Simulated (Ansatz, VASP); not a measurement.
One calculation of Li2C, two programs

```
Li C
1.0
    -1.46223    1.46223    3.58703
     1.46223   -1.46223    3.58703
     1.46223    1.46223   -3.58703
Li C
2 1
Direct
  0.66500 0.66500 0.00000
  0.33500 0.33500 0.00000
  0.00000 0.00000 0.00000
```

Alike in both runs: task relaxation of cell and atoms; functional PBE; k mesh 8 × 8 × 8; occupations gaussian, width 0.1 eV; no spin polarisation.

```csv
,VASP,Ansatz
version,VASP 6.6.1,Ansatz 0.2.0
potentials or method,"VASP PAW PBE potentials, release 64 (Li_sv, C), cutoff 600 eV","scalar-relativistic, plane waves, PAW"
valence electrons in the cell,10,10
```

Ansatz gave:

```
gap on the k mesh at the Fermi level, each at its own relaxed structure (eV) : none
relaxed volume (Å³/atom)                                                     : 8.89
relaxed cell length with the largest relative difference (Å)                 : 4.153
```

Task: What did VASP give for the same quantities?

Result: gap on the k mesh at the Fermi level, each at its own relaxed structure (eV): none; relaxed volume (Å³/atom): 8.86; relaxed cell length with the largest relative difference (Å): 4.136.

A gap of «none» marks a metal or a gap that the smearing closes.

The k mesh is coarse, so the values compare programs but aren't converged. Noted on VASP's run: the cutoff is short for stress, so the pressure is rough.
